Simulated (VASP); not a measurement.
# MgS (F-43m) in VASP: notebook

Runs on MgS. Level: PBE. Tasks: single point, relaxation of cell and atoms.

Everything below comes from runs of VASP 6.6.1. Logs are shortened: lines on timing, memory, paths and dates and some standing lists are left out, and cuts for length are marked.

## 1. The cell of the first run

It takes space group F-43m (No. 216, cubic). Conventional cell: a = 5.697 Å, b = 5.697 Å, c = 5.697 Å, α = 90.00°, β = 90.00°, γ = 90.00°. Within 3.3 Å of Mg (site symmetry -43m) lie 4 S at 2.47 Å. Within 3.3 Å of S (site symmetry -43m) lie 4 Mg at 2.47 Å.

## 2. Single point, PBE

INCAR reads:

```
SYSTEM = MgS
PREC = Accurate ; ENCUT = 600
EDIFF = 1E-6 ; ISMEAR = 0
SIGMA = 0.02 ; LREAL = .False.
LASPH = .True. ; NELM = 120
ALGO = Normal ; ISIF = 2
LWAVE = .False. ; LCHARG = .True.
GGA = PE ; LELF = .True.
LVHAR = .True. ; NBANDS = 11
GGA_COMPAT = .False.
```

KPOINTS reads:

```
Automatic mesh
0
Gamma
  8 8 8
  0 0 0
```

POSCAR reads:

```
MgS
1.0
    0.0000000000      2.8486284801      2.8486284801
    2.8486284801      0.0000000000      2.8486284801
    2.8486284801      2.8486284801      0.0000000000
Mg S
1 1
Direct
    0.0000000000      0.0000000000      0.0000000000
    0.2500000000      0.2500000000      0.2500000000
```

Potentials or basis: VASP PAW PBE potentials, release 64 (Mg, S).

The run is started by

```bash
$ cat potpaw_PBE.64/Mg/POTCAR potpaw_PBE.64/S/POTCAR > POTCAR
$ mpirun -np 1 vasp_std > vasp.out
```

OUTCAR:

```text
SYSTEM = MgS
   PREC = Accurate
   ENCUT = 600
   EDIFF = 1E-6
   ISMEAR = 0
   LREAL = .False.
   LASPH = .True.
   NELM = 120
   ISIF = 2
   GGA = PE

 ion  position               nearest neighbor table
   1  0.000  0.000  0.000-   2 2.47   2 2.47   2 2.47   2 2.47
   2  0.250  0.250  0.250-   1 2.47   1 2.47   1 2.47   1 2.47

  LATTYP: Found a face centered cubic cell.
 ALAT       =     5.6972569602

  Lattice vectors:

 A1 = (   0.0000000000,   2.8486284801,   2.8486284801)
 A2 = (   2.8486284801,   0.0000000000,   2.8486284801)
 A3 = (   2.8486284801,   2.8486284801,   0.0000000000)

Analysis of symmetry for initial positions (statically):
=====================================================================
 Subroutine PRICEL returns:
 Original cell was already a primitive cell.

 Routine SETGRP: Setting up the symmetry group for a
 face centered cubic supercell.

 Subroutine GETGRP returns: Found 24 space group operations
 (whereof 24 operations were pure point group operations)
 out of a pool of 48 trial point group operations.

The static configuration has the point symmetry T_d .

Analysis of symmetry for dynamics (positions and initial velocities):
=====================================================================
 Subroutine PRICEL returns:
 Original cell was already a primitive cell.

 Routine SETGRP: Setting up the symmetry group for a
 face centered cubic supercell.

 Subroutine GETGRP returns: Found 24 space group operations
 (whereof 24 operations were pure point group operations)
 out of a pool of 48 trial point group operations.

The dynamic configuration has the point symmetry T_d .

 Subroutine INISYM returns: Found 24 space group operations
 (whereof 24 operations are pure point group operations),
 and found     1 'primitive' translations

----------------------------------------------------------------------------------------

                                     Primitive cell

  volume of cell :      46.2314

  direct lattice vectors                    reciprocal lattice vectors
     0.000000000  2.848628480  2.848628480    -0.175523064  0.175523064  0.175523064
     2.848628480  0.000000000  2.848628480     0.175523064 -0.175523064  0.175523064
     2.848628480  2.848628480  0.000000000     0.175523064  0.175523064 -0.175523064

  length of vectors
     4.028569031  4.028569031  4.028569031     0.304014865  0.304014865  0.304014865

  position of ions in fractional coordinates (direct lattice)
     0.000000000  0.000000000  0.000000000
     0.250000000  0.250000000  0.250000000

[... 85 lines left out ...]
   TEBEG  =    0.0;   TEEND  =   0.0 temperature during run
   PSTRESS=    0.0 pullay stress
   NELECT =       8.0000    total number of electrons
   NUPDOWN=      -1.0000    fix difference up-down
   EMIN   =  10.00;   EMAX   =-10.00  energy-range for DOS
   EFERMI =   0.00;   METHOD = LEGACY
   ISMEAR =     0;   SIGMA  =   0.02  broadening in eV -4-tet -1-fermi 0-gaus
   EFERMI_NEDOS =   21; number of points for ismear=-14 and -15
   IALGO  =     38    algorithm
   IMIX   =      4    mixing-type and parameters
     AMIX     =   0.40;   BMIX     =  1.00
     AMIX_MAG =   1.60;   BMIX_MAG =  1.00
  volume/ion in A,a.u.               =      23.12       155.99
  Fermi-wavevector in a.u.,A,eV,Ry     =   0.912275  1.723949 11.323385  0.832245
  Thomas-Fermi vector in A             =   2.036652
   LORBIT       =      0    0 simple, 1 ext, 2 COOP (PROOUT), +10 PAW based schemes
   GGA     = PE    functional components
   LHFCALC =     F    Hartree Fock is set to
   AEXX    =    0.0000 exact exchange contribution
   IVDW    =     0    specifies the selected vdW correction
   LEPSILON=     F    determine dielectric tensor
   LRPA    =     F    only Hartree local field effects (RPA)
 non-spin polarized calculation
 Gauss-broadening in eV      SIGMA  =   0.02
  energy-cutoff  :      600.00
  volume of cell :       46.23
 maximum number of plane-waves:      1572
   NGX = 17   NGY = 17   NGZ = 17

 number of electron       8.0000001 magnetization

 Free energy of the ion-electron system (eV)
  ---------------------------------------------------
  ext. energy  EPLUGINS =         0.00000000
  ---------------------------------------------------
  free energy    TOTEN  =        -8.47324866 eV

  energy without entropy =       -8.47324866  energy(sigma->0) =       -8.47324866

 E-fermi :   1.0651     XC(G=0):  -8.3183

 val. band max:        0.9474528268   @ k =   0.0000   0.0000   0.0000
 cond. band min:       4.3130001970   @ k =   0.0000   0.0000   0.0000
 fundamental gap:      3.3655473702
 Fermi energy:         1.0651435991

 k-point     1 :       0.0000    0.0000    0.0000
  band No.  band energies     occupation
      1     -10.2588      2.00000
      2       0.9475      2.00000
      3       0.9475      2.00000
      4       0.9475      2.00000
      5       4.3130      0.00000
      6       8.8489      0.00000
      7       8.8489      0.00000
      8       8.8489      0.00000
      9      11.7393      0.00000
     10      11.7393      0.00000
     11      14.5153      0.00000
[... 309 lines left out ...]
 k-point    24 :      -0.3750    0.2500    0.1250
  band No.  band energies     occupation
      1      -9.5000      2.00000
      2      -1.7714      2.00000
      3      -0.3190      2.00000
      4       0.3163      2.00000
      5       6.9794      0.00000
      6       7.3796      0.00000
      7       9.5844      0.00000
      8       9.7662      0.00000
      9      12.2428      0.00000
     10      13.6871      0.00000
     11      14.9976      0.00000

 [... further k-points ...]

------------------------ aborting loop because EDIFF is reached ----------------------------------------

  FORCE on cell =-STRESS in cart. coord.  units (eV):
  Direction    XX          YY          ZZ          XY          YZ          ZX
  --------------------------------------------------------------------------------------
  -------------------------------------------------------------------------------------
  Total       -0.0356034     -0.0356034     -0.0356034     -0.0000000      0.0000000     -0.0000000
  in kB       -1.2338580     -1.2338580     -1.2338580     -0.0000000      0.0000000     -0.0000000
  external PRESSURE =      -1.2338580 kB  Pullay stress =       0.0000000 kB

 VOLUME and BASIS-vectors are now :
 -----------------------------------------------------------------------------
  energy-cutoff  :      600.00
  volume of cell :       46.23
      direct lattice vectors                 reciprocal lattice vectors
     0.000000000  2.848628480  2.848628480    -0.175523064  0.175523064  0.175523064
     2.848628480  0.000000000  2.848628480     0.175523064 -0.175523064  0.175523064
     2.848628480  2.848628480  0.000000000     0.175523064  0.175523064 -0.175523064

 POSITION                                       TOTAL-FORCE (eV/Angst)
 -----------------------------------------------------------------------------------
      0.00000      0.00000      0.00000         0.000000      0.000000      0.000000
      1.42431      1.42431      1.42431        -0.000000     -0.000000     -0.000000
 -----------------------------------------------------------------------------------
    total drift:                                0.000000      0.000000      0.000000

  FREE ENERGIE OF THE ION-ELECTRON SYSTEM (eV)
  ---------------------------------------------------
  free  energy   TOTEN  =        -8.4732486605 eV

  energy  without entropy=       -8.4732486605  energy(sigma->0) =       -8.47324866
```

stdout:

```text
POSCAR found type information on POSCAR MgS
 POSCAR found :  2 types and       2 ions
 scaLAPACK will be used
 LDA part: xc-table for (Slater+PW92), standard interpolation
 POSCAR, INCAR and KPOINTS ok, starting setup
 FFT: planning ... GRIDC
 FFT: planning ... GRID_SOFT
 FFT: planning ... GRID
 WAVECAR not read
 entering main loop
```

It took 18 s on 1 thread of Intel Xeon 8259CL, shared host; peak memory 0.18 GiB.

Results:

```yaml
Free_energy: -8.4732 eV
Pressure: -0.1 GPa
Band_gap_on_the_k_mesh: 3.37 eV, direct
```

Levels at points of the mesh, in eV from the valence-band top:
```csv
k point,band 1,band 2,band 3,band 4,band 5,band 6,band 7,band 8,band 9
"(0.00, 0.00, 0.00)",-11.21,0.00,0.00,0.00,3.37,7.90,7.90,7.90,10.79
"(0.50, 0.00, 0.00)",-10.55,-3.06,-0.32,-0.32,5.05,7.61,7.61,8.52,12.74
"(0.50, 0.50, 0.00)",-10.34,-2.76,-1.01,-1.01,3.90,5.62,10.98,12.14,12.14
```

Expect the measured gap to be larger: semilocal functionals such as PBE lack the derivative discontinuity.

## 3. Single point, PBE

INCAR reads:

```
SYSTEM = MgS
PREC = Accurate
ENCUT = 600
EDIFF = 1E-6
ISMEAR = 0
SIGMA = 0.01
LREAL = .False.
LASPH = .True.
NELM = 120
ALGO = Normal
ISIF = 2
LWAVE = .False.
LCHARG = .False.
GGA = PE
NBANDS = 11
GGA_COMPAT = .False.
```

KPOINTS is that of step 2.

POSCAR reads:

```
MgS
1.0
    0.0000000000      2.8486070147      2.8486070147
    2.8486070147      0.0000000000      2.8486070147
    2.8486070147      2.8486070147      0.0000000000
Mg S
1 1
Direct
    0.0000000000      0.0000000000      0.0000000000
    0.2500000000      0.2500000000      0.2500000000
```

Potentials or basis: VASP PAW PBE potentials, release 64 (Mg, S).

The run is started by

```bash
$ cat potpaw_PBE.64/Mg/POTCAR potpaw_PBE.64/S/POTCAR > POTCAR
$ mpirun -np 1 vasp_std > vasp.out
```

Run time: 14 s. Hardware: 1 thread of Intel Xeon 8259CL, shared host; peak memory 0.18 GiB.

Results (log left out):

- Free energy: -8.4732 eV
- Pressure: -0.1 GPa
- Band gap on the k mesh: 3.37 eV, direct

Levels at points of the mesh, in eV from the valence-band top:
```csv
k point,band 2,band 3,band 4,band 5,band 6,band 7
"(0.00, 0.00, 0.00)",0.00,0.00,0.00,3.37,7.90,7.90
"(0.50, 0.00, 0.00)",-3.06,-0.32,-0.32,5.05,7.61,7.61
"(0.50, 0.50, 0.00)",-2.76,-1.01,-1.01,3.90,5.62,10.98
```

As with any semilocal functional, this PBE gap is likely too small.

## 4. Relaxation of cell and atoms, PBE

INCAR reads:

```
SYSTEM = MgS
PREC = Accurate
ENCUT = 600
EDIFF = 1E-7
ISMEAR = 0
SIGMA = 0.01
LREAL = .False.
LASPH = .True.
NELM = 120
ALGO = Normal
ISIF = 3
LWAVE = .False.
LCHARG = .False.
GGA = PE
IBRION = 2
NSW = 80
EDIFFG = -0.001
GGA_COMPAT = .False.
NELMIN = 4
```

KPOINTS reads:

```
regular mesh
0
Gamma
  8 8 8
  0 0 0
```

POSCAR is that of step 3.

The run is started by

```bash
$ cat potpaw_PBE.64/Mg/POTCAR potpaw_PBE.64/S/POTCAR > POTCAR
$ mpirun -np 1 vasp_std > vasp.out
```

Run time: 28 s. Hardware: 1 thread of Intel Xeon 8259CL, shared host; peak memory 0.19 GiB.

Results (log left out):

```
Free energy                            : -8.4733 eV
Relaxed volume                         : 23.06 Å³/atom
Relaxed cell                           : a = 4.026 Å, b = 4.026 Å, c = 4.026 Å, α = 60.00°, β = 60.00°, γ = 60.00°
Space group after relaxing (to 0.05 Å) : F-43m (No. 216)
Energy gained by relaxing              : 0.0 meV/atom
Ionic steps                            : 3
Pressure after relaxing                : 0.0 GPa
Band gap on the k mesh                 : 3.38 eV, direct
```

Final structure:
```xyz
2
Lattice="0.0000 2.8465 2.8465 2.8465 0.0000 2.8465 2.8465 2.8465 0.0000" Properties=species:S:1:pos:R:3 pbc="T T T"
Mg    0.0000    0.0000    0.0000
S     1.4232    1.4232    1.4232
```

Levels at points of the mesh, in eV from the valence-band top:
| k point | band 1 | band 2 | band 3 | band 4 | band 5 | band 6 | band 7 | band 8 |
| --- | --- | --- | --- | --- | --- | --- | --- | --- |
| (0.00, 0.00, 0.00) | -11.21 | 0.00 | 0.00 | 0.00 | 3.38 | 7.91 | 7.91 | 7.91 |
| (0.50, 0.00, 0.00) | -10.56 | -3.07 | -0.32 | -0.32 | 5.06 | 7.61 | 7.61 | 8.53 |
| (0.50, 0.50, 0.00) | -10.35 | -2.76 | -1.01 | -1.01 | 3.90 | 5.63 | 11.00 | 12.16 |

Expect the measured gap to be larger: semilocal functionals such as PBE lack the derivative discontinuity.

[end of part 1 of 2]
